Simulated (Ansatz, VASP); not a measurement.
One calculation of P, two programs

```
P
1.0
     4.35671    0.00000    0.00000
     0.00000    4.35671    0.00000
     0.00000    0.00000    4.46386
P
1
Direct
  0.00000 0.00000 0.00000
```

Change from the starting cell: volume scaled by 1.06, PAW files.

Alike in both runs: task electric field gradients; functional PBE; k mesh 8 × 8 × 8; occupations fermi-dirac, width 0.03 eV; no spin polarisation.

|  | VASP | Ansatz |
| --- | --- | --- |
| version | VASP 6.6.1 | Ansatz 0.2.0 |
| potentials or method | VASP PAW PBE potentials, release 64 (P) | PAW with Ansatz's default frozen-core files, scalar-relativistic |
| plane-wave cutoff (eV) | 520 | 420 |
| valence electrons in the cell | 5 | 5 |

```csv
,VASP,Ansatz,Ansatz less VASP
pressure (GPa),-3.2,-3.2,0.00
"traceless stress, the component that is largest in VASP (GPa)",0.22,0.22,0.000
size of Vzz on the site where it differs most (V/Å²),0.6,0.6,-0.02
```
